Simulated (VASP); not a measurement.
A run of VASP 6.6.1:

File INCAR:

```
PREC     = Accurate       # precision mode
ENCUT    = 520            # plane-wave cutoff, eV
EDIFF    = 1E-6           # SCF threshold, eV
ISMEAR   = 0              # smearing method
SIGMA    = 0.01           # smearing width, eV
LREAL    = False          # projectors in reciprocal space
LASPH    = True           # aspherical terms in the spheres
NELM     = 80             # most SCF steps
ALGO     = Normal         # electronic algorithm
ISIF     = 2              # what is computed and relaxed
LWAVE    = False          # write WAVECAR
LCHARG   = False          # write CHGCAR
NBANDS   = 11             # bands
```

KPOINTS

```
Automatic mesh
0
Gamma
  8 8 8
```

File POSCAR:

```
BeTe
1.0
    2.6938308514      2.6938308514      0.0000000000
   -2.6938308514      2.6938308514      0.0000000000
    0.0000000000      2.6938308514      2.6938308514
Be Te
1 1
Direct
    0.0000000000      0.0000000000      0.0000000000
    0.7500000000      0.2500000000      0.5000000000
```

Potentials or basis: VASP PAW LDA potentials, release 64 (Be, Te).

Run with:

```bash
$ cat potpaw_LDA.64/Be/POTCAR potpaw_LDA.64/Te/POTCAR > POTCAR
$ mpirun -np 1 vasp_std > vasp.out
```

Hardware: 1 thread of Intel(R) Xeon(R) 6975P-C (Granite Rapids), with other jobs on the host.

**Question.** How long does it take, and how much memory?

**Answer.** Wall time 5.7 s on 1 thread of Intel(R) Xeon(R) 6975P-C (Granite Rapids) (shared host), peak memory 0.14 GiB. Counts: scf iterations 12, k points 29.
